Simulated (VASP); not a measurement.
Write the native input for VASP 6.6.1 that does the following.

| Quantity | Value |
| --- | --- |
| Task | single point |
| Functional | PBE |
| Potentials or basis | VASP PAW PBE potentials, release 64 (Cd, S) |
| Cutoff | 500 eV |
| k mesh | 4 × 4 × 4 |
| Occupations | gaussian, width 0.01 eV |
| Spin | no spin polarisation |
| Dipole correction | no |
| Further INCAR settings | ALGO = Normal; EDIFF = 1e-06; NBANDS = 16 |

The structure of CdS (Hawleyite) lies in POSCAR:

```
CdS
1.0
    0.0000000000      2.9165000000      2.9165000000
    2.9165000000      0.0000000000      2.9165000000
    2.9165000000      2.9165000000      0.0000000000
Cd S
1 1
Direct
    0.0000000000      0.0000000000      0.0000000000
    0.7500000000      0.7500000000      0.7500000000
```

The input as run:

INCAR

```
PREC = Accurate
ENCUT = 500
EDIFF = 1E-6
ISMEAR = 0
SIGMA = 0.01
LREAL = False
LASPH = True
NELM = 120
ALGO = Normal
ISIF = 2
LWAVE = False
LCHARG = True
GGA = PE
LELF = True
LVHAR = True
NBANDS = 16
GGA_COMPAT = False
```

KPOINTS

```
Automatic mesh
0
Gamma
  4 4 4
```

Potentials or basis: VASP PAW PBE potentials, release 64 (Cd, S).

The run is started by

```console
$ cat potpaw_PBE.64/Cd/POTCAR potpaw_PBE.64/S/POTCAR > POTCAR
$ mpirun -np 1 vasp_std > vasp.out
```

It gave:

The pressure is 3.4 GPa and the band gap on the k mesh is 1.14 eV, direct.

Caveat: the k points lie up to 0.47 Å⁻¹ apart.

Wall time 8.9 s on 1 thread of AMD EPYC 7R43 64-Core Processor (Zen 3), on a shared host, peak memory 0.13 GiB.
